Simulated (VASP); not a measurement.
HC12 (a cell with a defect), 13 atoms in the cell. The cell holds a defect, 13 atoms: a = 4.325 Å, b = 4.325 Å, c = 4.325 Å, α = 80.41°, β = 70.53°, γ = 60.00°. 

| Property | Result |
| --- | --- |
| Program | VASP 6.6.1 |
| Task | single point |
| Functional | LDA |
| Potentials or basis | VASP PAW LDA potentials, release 64 (C, H) |
| Cutoff | 520 eV |
| k mesh | 6 × 6 × 6 |
| Occupations | gaussian, width 0.05 eV |
| Spin | no spin polarisation |
| Dipole correction | no |
| Charge | 1 |
| Further INCAR settings | ALGO = Normal; EDIFF = 1e-06; NBANDS = 36; NELECT = 48.0 |

Potentials or basis: VASP PAW LDA potentials, release 64 (C, H).

The run is started by

```sh
$ cat potpaw_LDA.64/C/POTCAR potpaw_LDA.64/H/POTCAR > POTCAR
$ mpirun -np 1 vasp_std > vasp.out
```

Hardware: 1 thread of Intel Xeon 8259CL, on a shared host.

Problem. How long does it take, and how much memory?

Solution. Wall time 5.2 min on 1 thread of Intel Xeon 8259CL (shared host), peak memory 0.28 GiB. Counts: scf iterations 13, k points 112.
